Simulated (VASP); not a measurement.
# Mo2F3 (Pm-3m) in VASP: a series of runs

Mo2F3 is run at these levels: PBE; tasks: single point, relaxation of cell and atoms.

Everything below comes from runs of VASP 6.6.1. Logs are shortened: lines on timing, memory, paths and dates and some standing lists are left out, and cuts for length are marked.

**1. The cell of the first run**

The structure is cubic, space group Pm-3m (No. 221). Conventional cell: a = 4.141 Å, b = 4.141 Å, c = 4.141 Å, α = 90.00°, β = 90.00°, γ = 90.00°. Mo (site symmetry m-3m) has 12 F at 2.93 Å and 8 Mo at 3.59 Å within 3.9 Å. Mo (site symmetry m-3m) has 6 F at 2.07 Å within 2.7 Å. Within 2.7 Å of F (site symmetry 4/mmm) lie 2 Mo at 2.07 Å.

**2. Single point, PBE, collinear spin, ferromagnetic start**

The input, INCAR:

```
SYSTEM = Mo2F3
PREC = Accurate
ENCUT = 520
EDIFF = 1E-6
ISMEAR = 0
SIGMA = 0.1
LREAL = .FALSE.
LASPH = .TRUE.
NELM = 150
ALGO = Normal
ISIF = 2
LWAVE = .FALSE.
LCHARG = .FALSE.
ISPIN = 2
MAGMOM = 1 1 0 0 0
LORBIT = 11
LMAXMIX = 4
GGA = PE
NBANDS = 36
```

The input, KPOINTS:

```
regular mesh
0
G
  4 4 4
  0 0 0
```

The input, POSCAR:

```
Mo2F3
1.0
    4.1405031200      0.0000000000      0.0000000000
    0.0000000000      4.1405031200      0.0000000000
    0.0000000000      0.0000000000      4.1405031200
Mo F
2 3
Direct
    0.5000000000      0.5000000000      0.5000000000
    0.0000000000      0.0000000000      0.0000000000
    0.5000000000      0.0000000000      0.0000000000
    0.0000000000      0.5000000000      0.0000000000
    0.0000000000      0.0000000000      0.5000000000
```

Potentials or basis: VASP PAW PBE potentials, release 64 (Mo_sv, F).

On the command line:

```bash
> cat potpaw_PBE.64/Mo_sv/POTCAR potpaw_PBE.64/F/POTCAR > POTCAR
> mpirun -np 1 vasp_std > vasp.out
```

OUTCAR:

```text
SYSTEM = Mo2F3
   PREC = Accurate
   ENCUT = 520
   EDIFF = 1E-6
   ISMEAR = 0
   LREAL = .FALSE.
   LASPH = .TRUE.
   NELM = 150
   ISIF = 2
   ISPIN = 2
   LORBIT = 11
   GGA = PE

 ion  position               nearest neighbor table
   1  0.500  0.500  0.500-
   2  0.000  0.000  0.000-   3 2.07   4 2.07   5 2.07   5 2.07   4 2.07   3 2.07
   3  0.500  0.000  0.000-   2 2.07   2 2.07
   4  0.000  0.500  0.000-   2 2.07   2 2.07
   5  0.000  0.000  0.500-   2 2.07   2 2.07

  LATTYP: Found a simple cubic cell.
 ALAT       =     4.1405031200

  Lattice vectors:

 A1 = (   4.1405031200,   0.0000000000,   0.0000000000)
 A2 = (   0.0000000000,   4.1405031200,   0.0000000000)
 A3 = (   0.0000000000,   0.0000000000,   4.1405031200)

Analysis of symmetry for initial positions (statically):
=====================================================================
 Subroutine PRICEL returns:
 Original cell was already a primitive cell.

 Routine SETGRP: Setting up the symmetry group for a
 simple cubic supercell.

 Subroutine GETGRP returns: Found 48 space group operations
 (whereof 48 operations were pure point group operations)
 out of a pool of 48 trial point group operations.

The static configuration has the point symmetry O_h .

Analysis of symmetry for dynamics (positions and initial velocities):
=====================================================================
 Subroutine PRICEL returns:
 Original cell was already a primitive cell.

 Routine SETGRP: Setting up the symmetry group for a
 simple cubic supercell.

 Subroutine GETGRP returns: Found 48 space group operations
 (whereof 48 operations were pure point group operations)
 out of a pool of 48 trial point group operations.

The dynamic configuration has the point symmetry O_h .

Analysis of structural, dynamic, and magnetic symmetry:
=====================================================================
 Subroutine PRICEL returns:
 Original cell was already a primitive cell.

 Routine SETGRP: Setting up the symmetry group for a
 simple cubic supercell.

 Subroutine GETGRP returns: Found 48 space group operations
 (whereof 48 operations were pure point group operations)
 out of a pool of 48 trial point group operations.

The overall configuration has the point symmetry O_h .

 Subroutine INISYM returns: Found 48 space group operations
 (whereof 48 operations are pure point group operations),
 and found     1 'primitive' translations

----------------------------------------------------------------------------------------

                                     Primitive cell

  volume of cell :      70.9838

  direct lattice vectors                    reciprocal lattice vectors
     4.140503120  0.000000000  0.000000000     0.241516543  0.000000000  0.000000000
     0.000000000  4.140503120  0.000000000     0.000000000  0.241516543  0.000000000
     0.000000000  0.000000000  4.140503120     0.000000000  0.000000000  0.241516543

  length of vectors
     4.140503120  4.140503120  4.140503120     0.241516543  0.241516543  0.241516543

  position of ions in fractional coordinates (direct lattice)
     0.500000000  0.500000000  0.500000000
     0.000000000  0.000000000  0.000000000
     0.500000000  0.000000000  0.000000000
     0.000000000  0.500000000  0.000000000
     0.000000000  0.000000000  0.500000000

  ion indices of the primitive-cell ions
   primitive index   ion index
                 1           1
                 2           2
                 3           3
                 4           4
                 5           5

----------------------------------------------------------------------------------------

 KPOINTS: regular mesh

Automatic generation of k-mesh.
 Grid dimensions read from file:
 generate k-points for:    4    4    4

 Generating k-lattice:

  Cartesian coordinates                     Fractional coordinates (reciprocal lattice)
     0.060379136  0.000000000  0.000000000     0.250000000  0.000000000  0.000000000
     0.000000000  0.060379136  0.000000000     0.000000000  0.250000000  0.000000000
     0.000000000  0.000000000  0.060379136     0.000000000  0.000000000  0.250000000

  Length of vectors
     0.060379136  0.060379136  0.060379136

  Shift w.r.t. Gamma in fractional coordinates (k-lattice)
     0.000000000  0.000000000  0.000000000

 Subroutine IBZKPT returns following result:
 ===========================================

 Found     10 irreducible k-points:

 Following reciprocal coordinates:
            Coordinates               Weight
  0.000000  0.000000  0.000000      1.000000
  0.250000  0.000000  0.000000      6.000000
  0.500000  0.000000  0.000000      3.000000
  0.250000  0.250000  0.000000     12.000000
  0.500000  0.250000  0.000000     12.000000
  0.500000  0.500000  0.000000      3.000000
  0.250000  0.250000  0.250000      8.000000
  0.500000  0.250000  0.250000     12.000000
  0.500000  0.500000  0.250000      6.000000
  0.500000  0.500000  0.500000      1.000000
   k-points           NKPTS =     10   k-points in BZ     NKDIM =     10   number of bands    NBANDS=     36
   number of dos      NEDOS =    301   number of ions     NIONS =      5
   total plane-waves  NPLWV =  32768
   dimension x,y,z NGX =    32 NGY =   32 NGZ =   32
   dimension x,y,z NGXF=    64 NGYF=   64 NGZF=   64
   ions per type =               2   3
   NGX,Y,Z   is equivalent  to a cutoff of  12.85, 12.85, 12.85 a.u.
   NGXF,Y,Z  is equivalent  to a cutoff of  25.70, 25.70, 25.70 a.u.
 SYSTEM =  Mo2F3
   PREC   = accura    normal or accurate (medium, high low for compatibility)
   ISTART =      0    job   : 0-new  1-cont  2-samecut
   ICHARG =      2    charge: 1-file 2-atom 10-const
   ISPIN  =      2    spin polarized calculation?
   LNONCOLLINEAR =      F non collinear calculations
   LSORBIT =      F    spin-orbit coupling
   LASPH  =      T    aspherical Exc in radial PAW
   ENCUT  =  520.0 eV  38.22 Ry    6.18 a.u.   7.70  7.70  7.70*2*pi/ulx,y,z
   NELM   =    150;   NELMIN=  2; NELMDL= -5     # of ELM steps
   EDIFF  = 0.1E-05   stopping-criterion for ELM
   LREAL  =      F    real-space projection
   EDIFFG = 0.1E-04   stopping-criterion for IOM
   NSW    =      0    number of steps for IOM
   IBRION =     -1    ionic relax: 0-MD 1-quasi-New 2-CG
   NFREE  =      0    steps in history (QN), initial steepest desc. (CG)
   ISIF   =      2    stress and relaxation
   ISYM   =      2    0-nonsym 1-usesym 2-fastsym
   POTIM  = 0.5000    time-step for ionic-motion
   TEBEG  =    0.0;   TEEND  =   0.0 temperature during run
   PSTRESS=    0.0 pullay stress
   NELECT =      49.0000    total number of electrons
   NUPDOWN=      -1.0000    fix difference up-down
   EMIN   =  10.00;   EMAX   =-10.00  energy-range for DOS
   EFERMI =   0.00;   METHOD = LEGACY
   ISMEAR =     0;   SIGMA  =   0.10  broadening in eV -4-tet -1-fermi 0-gaus
   EFERMI_NEDOS =   21; number of points for ismear=-14 and -15
   IALGO  =     38    algorithm
   IMIX   =      4    mixing-type and parameters
     AMIX     =   0.40;   BMIX     =  1.00
     AMIX_MAG =   1.60;   BMIX_MAG =  1.00
  volume/ion in A,a.u.               =      14.20        95.80
  Fermi-wavevector in a.u.,A,eV,Ry     =   1.446840  2.734131 28.481688  2.093345
  Thomas-Fermi vector in A             =   2.564863
   LORBIT       =     11    0 simple, 1 ext, 2 COOP (PROOUT), +10 PAW based schemes
   GGA     = PE    functional components
   LHFCALC =     F    Hartree Fock is set to
   AEXX    =    0.0000 exact exchange contribution
   IVDW    =     0    specifies the selected vdW correction
   LEPSILON=     F    determine dielectric tensor
   LRPA    =     F    only Hartree local field effects (RPA)
 spin polarized calculation
 Gauss-broadening in eV      SIGMA  =   0.10
  energy-cutoff  :      520.00
  volume of cell :       70.98
 maximum number of plane-waves:      1936
 NGX is ok and might be reduce to    32
   NGX = 15   NGY = 15   NGZ = 15

 number of electron      49.0000006 magnetization       2.0708517

 Free energy of the ion-electron system (eV)
  ---------------------------------------------------
  ext. energy  EPLUGINS =         0.00000000
  ---------------------------------------------------
  free energy    TOTEN  =       -29.44276162 eV

  energy without entropy =      -29.43222417  energy(sigma->0) =      -29.43749289

 E-fermi :   7.5564     XC(G=0): -10.7429

 val. band max:        7.5070543878   @ k =   0.2500   0.2500   0.2500
 cond. band min:       7.6452976970   @ k =   0.2500   0.2500   0.0000
 fundamental gap:      0.1382433092
 Fermi energy:         7.5564476694

 spin component 1

 k-point     1 :       0.0000    0.0000    0.0000
  band No.  band energies     occupation
      1     -54.4866      1.00000
      2     -53.9885      1.00000
      3     -28.7700      1.00000
      4     -28.7700      1.00000
      5     -28.7700      1.00000
      6     -28.0795      1.00000
[... 28 lines left out ...]
     35      16.4293      0.00000
     36      17.4072      0.00000

 k-point     2 :       0.2500    0.0000    0.0000
  band No.  band energies     occupation
      1     -54.4864      1.00000
      2     -53.9879      1.00000
      3     -28.7758      1.00000
      4     -28.7686      1.00000
      5     -28.7686      1.00000
      6     -28.1502      1.00000
[... 28 lines left out ...]
     35      16.5711      0.00000
     36      17.6783      0.00000
[... 271 lines left out ...]
     35      15.9861      0.00000
     36      17.0145      0.00000

 k-point    10 :       0.5000    0.5000    0.5000
  band No.  band energies     occupation
      1     -54.4855      1.00000
      2     -53.9849      1.00000
      3     -28.7775      1.00000
      4     -28.7775      1.00000
      5     -28.7775      1.00000
      6     -28.2143      1.00000
[... 28 lines left out ...]
     35      16.4086      0.00000
     36      16.4166      0.00000
 Fermi energy:         7.5564476694

 spin component 2

 k-point     1 :       0.0000    0.0000    0.0000
  band No.  band energies     occupation
      1     -55.6979      1.00000
      2     -51.9276      1.00000
      3     -29.9525      1.00000
      4     -29.9525      1.00000
      5     -29.9524      1.00000
      6     -25.9175      1.00000
[... 28 lines left out ...]
     35      15.7725      0.00000
     36      18.7723      0.00000

 k-point     2 :       0.2500    0.0000    0.0000
  band No.  band energies     occupation
      1     -55.6973      1.00000
      2     -51.9274      1.00000
      3     -30.0028      1.00000
      4     -29.9515      1.00000
      5     -29.9515      1.00000
      6     -25.9257      1.00000
[... 28 lines left out ...]
     35      16.6299      0.00000
     36      18.9952      0.00000
[... 271 lines left out ...]
     35      15.5219      0.00000
     36      16.7365      0.00000

 k-point    10 :       0.5000    0.5000    0.5000
  band No.  band energies     occupation
      1     -55.6946      1.00000
      2     -51.9265      1.00000
      3     -30.0483      1.00000
      4     -30.0483      1.00000
      5     -30.0483      1.00000
      6     -25.9274      1.00000
[... 28 lines left out ...]
     35      15.7096      0.00000
     36      16.4727      0.00000

------------------------ aborting loop because EDIFF is reached ----------------------------------------

  FORCE on cell =-STRESS in cart. coord.  units (eV):
  Direction    XX          YY          ZZ          XY          YZ          ZX
  --------------------------------------------------------------------------------------
  -------------------------------------------------------------------------------------
  Total        5.7307472      5.7307472      5.7307472     -0.0000000     -0.0000000     -0.0000000
  in kB      129.3488246    129.3488246    129.3488246     -0.0000000     -0.0000000     -0.0000000
  external PRESSURE =     129.3488246 kB  Pullay stress =       0.0000000 kB

 VOLUME and BASIS-vectors are now :
 -----------------------------------------------------------------------------
  energy-cutoff  :      520.00
  volume of cell :       70.98
      direct lattice vectors                 reciprocal lattice vectors
     4.140503120  0.000000000  0.000000000     0.241516543  0.000000000  0.000000000
     0.000000000  4.140503120  0.000000000     0.000000000  0.241516543  0.000000000
     0.000000000  0.000000000  4.140503120     0.000000000  0.000000000  0.241516543

 POSITION                                       TOTAL-FORCE (eV/Angst)
 -----------------------------------------------------------------------------------
      2.07025      2.07025      2.07025         0.000000      0.000000      0.000000
      0.00000      0.00000      0.00000         0.000000      0.000000      0.000000
      2.07025      0.00000      0.00000         0.000000      0.000000      0.000000
      0.00000      2.07025      0.00000         0.000000      0.000000      0.000000
      0.00000      0.00000      2.07025         0.000000      0.000000      0.000000
 -----------------------------------------------------------------------------------
    total drift:                                0.000000      0.000000     -0.000000

  FREE ENERGIE OF THE ION-ELECTRON SYSTEM (eV)
  ---------------------------------------------------
  free  energy   TOTEN  =       -29.4427616197 eV

  energy  without entropy=      -29.4322241689  energy(sigma->0) =      -29.43749289

 total charge

# of ion       s       p       d       tot
------------------------------------------
    1        2.169   5.975   4.042  12.186
    2        2.199   6.127   3.851  12.176
    3        1.749   4.350   0.000   6.100
    4        1.749   4.350   0.000   6.100
    5        1.749   4.350   0.000   6.100
--------------------------------------------------
tot          9.616  25.152   7.892  42.660

 magnetization (x)

# of ion       s       p       d       tot
------------------------------------------
    1        0.093   0.023   3.885   4.001
    2       -0.023  -0.015  -2.484  -2.522
    3        0.004  -0.013   0.000  -0.010
    4        0.004  -0.013   0.000  -0.010
    5        0.004  -0.013   0.000  -0.010
--------------------------------------------------
tot          0.081  -0.032   1.401   1.449
```

Run time: 44 s. Hardware: 1 thread of AMD EPYC 9R45 (Zen 5), shared host; peak memory 0.18 GiB.

What came out:

```yaml
Free_energy: -29.4428 eV
Pressure: 12.9 GPa
Net_moment: 2.07 μB per cell
Site_moments: Mo +4.00, -2.52; F -0.01 μB
Valence_electrons_inside_the_program's_atomic_spheres: Mo 12.19, 12.18; F 6.10
```

Caveat: the k points lie up to 0.38 Å⁻¹ apart.

(Part 1 of 2 ends here.)
